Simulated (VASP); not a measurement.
Set up this calculation in VASP 6.6.1, as the native input.

| Property | Result |
| --- | --- |
| Task | single point |
| Functional | PBE |
| Potentials or basis | VASP PAW PBE potentials, release 64 (Pb_d, F) |
| Cutoff | 600 eV |
| k mesh | 6 × 6 × 6 |
| Occupations | gaussian, width 0.01 eV |
| Spin | no spin polarisation |
| Dipole correction | no |
| Further INCAR settings | ALGO = Normal; EDIFF = 1e-06; NBANDS = 21 |

The structure of PbF2 (Fluorocronite) lies in POSCAR:

```
PbF2
1.0
    0.0000000000      2.9636600000      2.9636600000
    2.9636600000      0.0000000000      2.9636600000
    2.9636600000      2.9636600000      0.0000000000
Pb F
1 2
Direct
    0.0000000000      0.0000000000      0.0000000000
    0.2500000000      0.2500000000      0.2500000000
    0.7500000000      0.7500000000      0.7500000000
```

These files were run (other wordings do the same):

INCAR

```
SYSTEM = PbF2
PREC     = Accurate       ! precision mode
ENCUT    = 600            ! plane-wave cutoff, eV
EDIFF    = 1E-6           ! SCF threshold, eV
ISMEAR   = 0              ! smearing method
SIGMA    = 0.01           ! smearing width, eV
LREAL    = .False.        ! projectors in reciprocal space
LASPH    = .True.         ! aspherical terms in the spheres
NELM     = 120            ! most SCF steps
ALGO     = Normal         ! electronic algorithm
ISIF     = 2              ! what is computed and relaxed
LWAVE    = .False.        ! write WAVECAR
LCHARG   = .False.        ! write CHGCAR
GGA      = PE             ! functional
NBANDS   = 21             ! bands
GGA_COMPAT= .False.
```

KPOINTS

```
Automatic mesh
0
Gamma
  6 6 6
  0 0 0
```

Potentials or basis: VASP PAW PBE potentials, release 64 (Pb_d, F).

Run with:

```bash
$ cat potpaw_PBE.64/Pb_d/POTCAR potpaw_PBE.64/F/POTCAR > POTCAR
$ mpirun -np 1 vasp_std > vasp.out
```

It gave:

* Pressure: 2.4 GPa
* Band gap on the k mesh: 4.44 eV, indirect (least direct gap 4.56 eV)

Caveat: spin-orbit coupling is left out, which moves the levels of the heavy elements.

Run time: 42 s on 1 thread of Intel Xeon 8259CL, on a shared host, peak memory 0.2 GiB.
